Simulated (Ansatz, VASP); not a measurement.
**MgBe2Te3: VASP beside Ansatz**

```xyz
6
Lattice="6.8309 0.0000 0.0000 -3.4155 5.9158 0.0000 0.0000 0.0000 3.5740" Properties=species:S:1:pos:R:3 pbc="T T T"
Mg    0.0000    0.0000    0.0000
Be    0.0000    3.9438    0.0000
Be    3.4155    1.9719    0.0000
Te    3.4155    0.0000    1.7870
Te    1.7077    2.9579    1.7870
Te   -1.7077    2.9579    1.7870
```

Change from the starting cell: species swapped into the ErB2Ru3 type (P6/mmm, No. 191).

Alike in both runs: functional PBE; k mesh 3 × 3 × 6; occupations gaussian, width 0.1 eV; no spin polarisation.

Ansatz relaxed the structure, and its values are those at the end. VASP's run is a single point on that final structure, the one shown.

```csv
,VASP,Ansatz
version,VASP 6.6.1,Ansatz 0.2.0
potentials or method,"VASP PAW PBE potentials, release 64 (Mg, Be, Te), cutoff 520 eV","scalar-relativistic, plane waves, PAW"
valence electrons in the cell,24,62
```

```csv
,VASP,Ansatz,Ansatz less VASP
gap on the k mesh at the Fermi level (eV),none,none,-
pressure (GPa),0.0,0.0,-0.02
```

A gap of «none» marks a metal or a gap that the smearing closes. VASP's potentials hold 24 valence electrons a cell and Ansatz's 62, so a difference there can come from the potentials and not from the codes.

Spin-orbit coupling is off throughout.
